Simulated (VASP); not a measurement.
# HoNb2As3 (P4/mmm) in VASP: single point with PBE

Aim: the single point of HoNb2As3 with PBE.

Program: VASP 6.6.1. These are calculated values, not measurements. Logs are shortened: lines on timing, memory, paths and dates and some standing lists are left out, and cuts for length are marked.

### 1 The cell of the first run

Symmetry: P4/mmm, No. 123, tetragonal system. The conventional cell has a = 3.658 Å, b = 3.658 Å, c = 9.128 Å, α = 90.00°, β = 90.00°, γ = 90.00°. Within 3.8 Å of Ho (site symmetry 4/mmm) lie 2 As at 2.92 Å and 8 Nb at 3.34 Å and 4 Ho at 3.66 Å. Nb (site symmetry 4mm) has 5 As at 2.46 to 2.71 Å within 3.2 Å. Within 3.7 Å of As (site symmetry 4mm) lie 4 Nb at 2.71 Å and 1 Ho at 2.92 Å and 9 As at 3.07 to 3.66 Å. As (site symmetry 4/mmm) has 2 Nb at 2.46 Å and 8 As at 3.07 Å within 3.2 Å.

### 2 Single point, PBE

Contents of POSCAR:

```
HoNb2As3
1.0
    3.6579573972      0.0000000000      0.0000000000
    0.0000000000      3.6579573972      0.0000000000
    0.0000000000      0.0000000000      9.1282598842
Ho Nb As
1 2 3
Direct
    0.0000000000      0.0000000000      0.0000000000
    0.5000000000      0.5000000000      0.7693243971
    0.5000000000      0.5000000000      0.2306756029
    0.0000000000      0.0000000000      0.6806550063
    0.0000000000      0.0000000000      0.3193449937
    0.5000000000      0.5000000000      0.5000000000
```

Contents of INCAR.step1:

```
PREC = Accurate ; ENCUT = 400
EDIFF = 1E-6 ; ISMEAR = 0
SIGMA = 0.1 ; LREAL = F
LASPH = T ; NELM = 200
ALGO = Normal ; ISIF = 2
LWAVE = F ; LCHARG = T
LMAXMIX = 6 ; GGA = PE
NBANDS = 34 ; GGA_COMPAT = F
NEDOS = 2001 ; LORBIT = 11
```

Contents of KPOINTS.step1:

```
Automatic mesh
0
Gamma
  10 10 4
```

Contents of INCAR.step2:

```
PREC = Accurate ; ENCUT = 400
EDIFF = 1E-6 ; ISMEAR = -5
SIGMA = 0.1 ; LREAL = F
LASPH = T ; NELM = 200
ALGO = Normal ; ISIF = 2
LWAVE = F ; LCHARG = F
LMAXMIX = 6 ; GGA = PE
LORBIT = 11 ; NEDOS = 2001
ICHARG = 11 ; GGA_COMPAT = F
```

Contents of KPOINTS.step2:

```
Automatic mesh
0
Gamma
  15 15 6
```

Potentials or basis: VASP PAW PBE potentials, release 64 (Ho_3, Nb_sv, As), 4f in core.

Run with:

```bash
$ cat potpaw_PBE.64/Ho_3/POTCAR potpaw_PBE.64/Nb_sv/POTCAR potpaw_PBE.64/As/POTCAR > POTCAR
$ cp INCAR.step1 INCAR
$ cp KPOINTS.step1 KPOINTS
$ mpirun -np 1 vasp_std > vasp.out
$ cp INCAR.step2 INCAR
$ cp KPOINTS.step2 KPOINTS
$ mpirun -np 1 vasp_std > vasp.out
```

OUTCAR:

```text
PREC = Accurate
   ENCUT = 400
   EDIFF = 1E-6
   ISMEAR = -5
   LREAL = F
   LASPH = T
   NELM = 200
   ISIF = 2
   GGA = PE
   LORBIT = 11
   ICHARG = 11

 ion  position               nearest neighbor table
   1  0.000  0.000  0.000-   4 2.92   5 2.92   2 3.34   3 3.34   2 3.34   3 3.34   2 3.34   3 3.34
                             2 3.34   3 3.34
   2  0.500  0.500  0.769-   6 2.46   4 2.71   4 2.71   4 2.71   4 2.71   1 3.34   1 3.34   1 3.34
                             1 3.34
   3  0.500  0.500  0.231-   6 2.46   5 2.71   5 2.71   5 2.71   5 2.71   1 3.34   1 3.34   1 3.34
                             1 3.34
   4  0.000  0.000  0.681-   2 2.71   2 2.71   2 2.71   2 2.71   1 2.92
   5  0.000  0.000  0.319-   3 2.71   3 2.71   3 2.71   3 2.71   1 2.92
   6  0.500  0.500  0.500-   2 2.46   3 2.46

  LATTYP: Found a simple tetragonal cell.
 ALAT       =     3.6579573972
 C/A-ratio  =     2.4954527604

  Lattice vectors:

 A1 = (   3.6579573972,   0.0000000000,   0.0000000000)
 A2 = (   0.0000000000,   3.6579573972,   0.0000000000)
 A3 = (   0.0000000000,   0.0000000000,   9.1282598842)

Analysis of symmetry for initial positions (statically):
=====================================================================
 Subroutine PRICEL returns:
 Original cell was already a primitive cell.

 Routine SETGRP: Setting up the symmetry group for a
 simple tetragonal supercell.

 Subroutine GETGRP returns: Found 16 space group operations
 (whereof 16 operations were pure point group operations)
 out of a pool of 16 trial point group operations.

The static configuration has the point symmetry D_4h.

Analysis of symmetry for dynamics (positions and initial velocities):
=====================================================================
 Subroutine PRICEL returns:
 Original cell was already a primitive cell.

 Routine SETGRP: Setting up the symmetry group for a
 simple tetragonal supercell.

 Subroutine GETGRP returns: Found 16 space group operations
 (whereof 16 operations were pure point group operations)
 out of a pool of 16 trial point group operations.

The dynamic configuration has the point symmetry D_4h.

 Subroutine INISYM returns: Found 16 space group operations
 (whereof 16 operations are pure point group operations),
 and found     1 'primitive' translations

----------------------------------------------------------------------------------------

                                     Primitive cell

  volume of cell :     122.1421

  direct lattice vectors                    reciprocal lattice vectors
     3.657957397  0.000000000  0.000000000     0.273376612  0.000000000  0.000000000
     0.000000000  3.657957397  0.000000000     0.000000000  0.273376612  0.000000000
     0.000000000  0.000000000  9.128259884     0.000000000  0.000000000  0.109549905

  length of vectors
     3.657957397  3.657957397  9.128259884     0.273376612  0.273376612  0.109549905

  position of ions in fractional coordinates (direct lattice)
     0.000000000  0.000000000  0.000000000
     0.500000000  0.500000000  0.769324397
     0.500000000  0.500000000  0.230675603
     0.000000000  0.000000000  0.680655006
     0.000000000  0.000000000  0.319344994
     0.500000000  0.500000000  0.500000000

  ion indices of the primitive-cell ions
   primitive index   ion index
                 1           1
                 2           2
                 3           3
                 4           4
                 5           5
                 6           6

----------------------------------------------------------------------------------------

 KPOINTS: Automatic mesh

Automatic generation of k-mesh.
 Grid dimensions read from file:
 generate k-points for:   15   15    6

 Generating k-lattice:

  Cartesian coordinates                     Fractional coordinates (reciprocal lattice)
     0.018225107  0.000000000  0.000000000     0.066666667  0.000000000  0.000000000
     0.000000000  0.018225107  0.000000000     0.000000000  0.066666667  0.000000000
     0.000000000  0.000000000  0.018258317     0.000000000  0.000000000  0.166666667

  Length of vectors
     0.018225107  0.018225107  0.018258317

  Shift w.r.t. Gamma in fractional coordinates (k-lattice)
     0.000000000  0.000000000  0.000000000

 TETIRR: Found   2019 inequivalent tetrahedra from     8100

 Subroutine IBZKPT returns following result:
 ===========================================

 Found    144 irreducible k-points:

 Following reciprocal coordinates:
            Coordinates               Weight
  0.000000  0.000000  0.000000      1.000000
  0.066667  0.000000  0.000000      4.000000
  0.133333  0.000000  0.000000      4.000000
  0.200000  0.000000  0.000000      4.000000
  0.266667  0.000000  0.000000      4.000000
  0.333333  0.000000  0.000000      4.000000
[... 16 lines left out ...]
  0.266667  0.200000  0.000000      8.000000
  0.333333  0.200000  0.000000      8.000000
 [... further k-points ...]
   k-points           NKPTS =    144   k-points in BZ     NKDIM =    144   number of bands    NBANDS=     30
   number of dos      NEDOS =   2001   number of ions     NIONS =      6
   total plane-waves  NPLWV =  34560
   dimension x,y,z NGX =    24 NGY =   24 NGZ =   60
   dimension x,y,z NGXF=    48 NGYF=   48 NGZF=  120
   ions per type =               1   2   3
   NGX,Y,Z   is equivalent  to a cutoff of  10.91, 10.91, 10.93 a.u.
   NGXF,Y,Z  is equivalent  to a cutoff of  21.81, 21.81, 21.85 a.u.
 SYSTEM =  unknown system
   PREC   = accura    normal or accurate (medium, high low for compatibility)
   ISTART =      0    job   : 0-new  1-cont  2-samecut
   ICHARG =     11    charge: 1-file 2-atom 10-const
   ISPIN  =      1    spin polarized calculation?
   LNONCOLLINEAR =      F non collinear calculations
   LSORBIT =      F    spin-orbit coupling
   LASPH  =      T    aspherical Exc in radial PAW
   ENCUT  =  400.0 eV  29.40 Ry    5.42 a.u.   5.97  5.97 14.89*2*pi/ulx,y,z
   NELM   =    200;   NELMIN=  2; NELMDL=  0     # of ELM steps
   EDIFF  = 0.1E-05   stopping-criterion for ELM
   LREAL  =      F    real-space projection
   EDIFFG = 0.1E-04   stopping-criterion for IOM
   NSW    =      0    number of steps for IOM
   IBRION =     -1    ionic relax: 0-MD 1-quasi-New 2-CG
   NFREE  =      0    steps in history (QN), initial steepest desc. (CG)
   ISIF   =      2    stress and relaxation
   ISYM   =      2    0-nonsym 1-usesym 2-fastsym
   POTIM  = 0.5000    time-step for ionic-motion
   TEBEG  =    0.0;   TEEND  =   0.0 temperature during run
   PSTRESS=    0.0 pullay stress
   NELECT =      50.0000    total number of electrons
   NUPDOWN=      -1.0000    fix difference up-down
   EMIN   =  10.00;   EMAX   =-10.00  energy-range for DOS
   EFERMI =   0.00;   METHOD = LEGACY
   ISMEAR =    -5;   SIGMA  =   0.10  broadening in eV -4-tet -1-fermi 0-gaus
   EFERMI_NEDOS =   21; number of points for ismear=-14 and -15
   IALGO  =     38    algorithm
   IMIX   =      4    mixing-type and parameters
     AMIX     =   0.40;   BMIX     =  1.00
     AMIX_MAG =   1.60;   BMIX_MAG =  1.00
  volume/ion in A,a.u.               =      20.36       137.38
  Fermi-wavevector in a.u.,A,eV,Ry     =   1.215560  2.297075 20.103780  1.477586
  Thomas-Fermi vector in A             =   2.350943
   LORBIT       =     11    0 simple, 1 ext, 2 COOP (PROOUT), +10 PAW based schemes
   GGA     = PE    functional components
   LHFCALC =     F    Hartree Fock is set to
   AEXX    =    0.0000 exact exchange contribution
   IVDW    =     0    specifies the selected vdW correction
   LEPSILON=     F    determine dielectric tensor
   LRPA    =     F    only Hartree local field effects (RPA)
 non-spin polarized calculation
 Fermi weights with tetrahedron method with Bloechl corrections
  energy-cutoff  :      400.00
  volume of cell :      122.14
 maximum number of plane-waves:      2244
 NGX is ok and might be reduce to    24

 number of electron      50.0000007 magnetization

 Free energy of the ion-electron system (eV)
  ---------------------------------------------------
  ext. energy  EPLUGINS =         0.00000000
  ---------------------------------------------------
  free energy    TOTEN  =       -40.06282942 eV

  energy without entropy =      -40.06282942  energy(sigma->0) =      -40.06282942

 E-fermi :   7.1780     XC(G=0): -11.0818

 val. band max:        7.2586745083   @ k =   0.0667   0.0000   0.3333
 cond. band min:       7.1594522163   @ k =   0.4000   0.2000   0.0000
 fundamental gap:     -0.0992222920
 Fermi energy:         7.1779573691

 k-point     1 :       0.0000    0.0000    0.0000
  band No.  band energies     occupation
      1     -47.9393      2.00000
      2     -47.9392      2.00000
      3     -24.0254      2.00000
      4     -24.0173      2.00000
      5     -24.0160      2.00000
      6     -24.0160      2.00000
[... 22 lines left out ...]
     29       8.6535      0.00000
     30       8.7200      0.00000

 k-point     2 :       0.0667    0.0000    0.0000
  band No.  band energies     occupation
      1     -47.9391      2.00000
      2     -47.9390      2.00000
      3     -24.0255      2.00000
      4     -24.0200      2.00000
      5     -24.0190      2.00000
      6     -24.0165      2.00000
[... 22 lines left out ...]
     29       8.5082      0.00000
     30       8.7194      0.00000

 k-point     3 :       0.1333    0.0000    0.0000
  band No.  band energies     occupation
      1     -47.9384      2.00000
      2     -47.9384      2.00000
      3     -24.0340      2.00000
      4     -24.0321      2.00000
      5     -24.0233      2.00000
      6     -24.0152      2.00000
[... 22 lines left out ...]
     29       8.3114      0.00000
     30       8.9603      0.00000

 k-point     4 :       0.2000    0.0000    0.0000
  band No.  band energies     occupation
      1     -47.9375      2.00000
      2     -47.9374      2.00000
      3     -24.0522      2.00000
      4     -24.0513      2.00000
      5     -24.0222      2.00000
      6     -24.0131      2.00000
[... 22 lines left out ...]
     29       8.0144      0.00000
     30       8.8159      0.00000

 k-point     5 :       0.2667    0.0000    0.0000
  band No.  band energies     occupation
      1     -47.9364      2.00000
      2     -47.9364      2.00000
      3     -24.0734      2.00000
      4     -24.0733      2.00000
      5     -24.0207      2.00000
      6     -24.0107      2.00000
[... 22 lines left out ...]
     29       7.9230      0.00000
     30       8.7446      0.00000
[... 526 lines left out ...]
     29       8.8848      0.00000
     30       9.0931      0.00000

 k-point    22 :       0.2000    0.2000    0.0000
  band No.  band energies     occupation
      1     -47.9357      2.00000
      2     -47.9357      2.00000
      3     -24.0483      2.00000
      4     -24.0482      2.00000
      5     -24.0456      2.00000
      6     -24.0433      2.00000
[... 22 lines left out ...]
     29       8.7266      0.00000
     30       9.0619      0.00000

 k-point    23 :       0.2667    0.2000    0.0000
  band No.  band energies     occupation
      1     -47.9346      2.00000
      2     -47.9346      2.00000
      3     -24.0679      2.00000
      4     -24.0673      2.00000
      5     -24.0437      2.00000
      6     -24.0422      2.00000
[... 22 lines left out ...]
     29       8.9472      0.00000
     30       8.9750      0.00000

 k-point    24 :       0.3333    0.2000    0.0000
  band No.  band energies     occupation
      1     -47.9336      2.00000
      2     -47.9336      2.00000
      3     -24.0878      2.00000
      4     -24.0875      2.00000
      5     -24.0406      2.00000
      6     -24.0391      2.00000
[... 22 lines left out ...]
     29       8.9069      0.00000
     30       9.0058      0.00000

 [... further k-points ...]

------------------------ aborting loop because EDIFF is reached ----------------------------------------

  FORCE on cell =-STRESS in cart. coord.  units (eV):
  Direction    XX          YY          ZZ          XY          YZ          ZX
  --------------------------------------------------------------------------------------
  -------------------------------------------------------------------------------------
  Total        0.1806948      0.1806948     -0.3010043      0.0000000      0.0000000      0.0000000
  in kB        2.3702325      2.3702325     -3.9483715      0.0000000      0.0000000      0.0000000
  external PRESSURE =       0.2640312 kB  Pullay stress =       0.0000000 kB

 VOLUME and BASIS-vectors are now :
 -----------------------------------------------------------------------------
  energy-cutoff  :      400.00
  volume of cell :      122.14
      direct lattice vectors                 reciprocal lattice vectors
     3.657957397  0.000000000  0.000000000     0.273376612  0.000000000  0.000000000
     0.000000000  3.657957397  0.000000000     0.000000000  0.273376612  0.000000000
     0.000000000  0.000000000  9.128259884     0.000000000  0.000000000  0.109549905

 POSITION                                       TOTAL-FORCE (eV/Angst)
 -----------------------------------------------------------------------------------
      0.00000      0.00000      0.00000        -0.000000      0.000000      0.000000
      1.82898      1.82898      7.02259        -0.000000     -0.000000     -0.057832
      1.82898      1.82898      2.10567         0.000000     -0.000000      0.057832
      0.00000      0.00000      6.21320        -0.000000      0.000000     -0.035424
      0.00000      0.00000      2.91506        -0.000000      0.000000      0.035424
      1.82898      1.82898      4.56413        -0.000000      0.000000      0.000000
 -----------------------------------------------------------------------------------
    total drift:                                0.000000     -0.000000     -0.000000

  FREE ENERGIE OF THE ION-ELECTRON SYSTEM (eV)
  ---------------------------------------------------
  free  energy   TOTEN  =       -40.0628294190 eV

  energy  without entropy=      -40.0628294190  energy(sigma->0) =      -40.06282942

 total charge

# of ion       s       p       d       tot
------------------------------------------
    1        0.404   6.691   1.157   8.253
    2        2.156   5.993   2.499  10.649
    3        2.156   5.993   2.499  10.649
    4        1.229   1.484   0.063   2.776
    5        1.229   1.484   0.063   2.776
    6        1.293   1.395   0.063   2.751
--------------------------------------------------
tot          8.467  23.042   6.345  37.854
```

It took 5.6 min on 1 thread of AMD EPYC 9R45 (Zen 5), shared host; peak memory 0.42 GiB.

What came out:

| Item | Value |
| --- | --- |
| Valence electrons inside the program's atomic spheres | Ho 8.25; Nb 10.65; As 2.78, 2.75 (each value once) |

Levels at points of the mesh, in eV from the Fermi level:
```
           k point  band 21  band 22  band 23  band 24  band 25  band 26  band 27  band 28  band 29  band 30
(0.00, 0.00, 0.00)    -1.82    -1.37    -1.37    -0.47     0.42     0.55     0.83     0.83     1.48     1.54
(0.00, 0.00, 0.50)    -1.90    -1.40    -1.40     0.44     0.48     0.54     0.78     0.78     1.57     1.63
```

Caveat: spin-orbit coupling is left out, which moves the levels of the heavy elements; the 4f electrons are frozen in the core, so they carry no moment and show no levels.
